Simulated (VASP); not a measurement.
Runs of VASP 6.6.1 on WC. The structure is that of space group Fm-3m (No. 225), or close to it. The cells are those of the table. 

```csv
cell,k mesh,cutoff (eV),smearing,gap on the mesh (eV),pressure (GPa)
"a = 3.101 Å, angles 60.0°, 2 atoms",14 × 14 × 14,600,gaussian 0.1 eV,none,-8.8
"a = 3.074 Å, angles 60.0°, 2 atoms",8 × 8 × 8,520,gaussian 0.1 eV,none,(a)
"a = 3.225 Å, angles 60.0°, 2 atoms",16 × 16 × 16,600,gaussian 0.1 eV,none,-40.9
"a = 3.073 Å, angles 60.0°, 2 atoms",14 × 14 × 14,520,gaussian 0.15 eV,none,1.2
```

Alike in all rows: task single point; level PBEsol; potentials or basis VASP PAW PBE potentials, release 64 (W_sv, C); no spin polarisation.

Question: Estimate the missing entries.

Answer: (a) 0.8.

Caveats: the PAW data sets were made with another functional, which shifts forces and pressure a little; spin-orbit coupling is left out, which moves the levels of the heavy elements.

A k mesh can miss the band edges, and the runs leave out spin-orbit coupling on W.

A gap of «none» marks levels without a gap at the run's occupations.
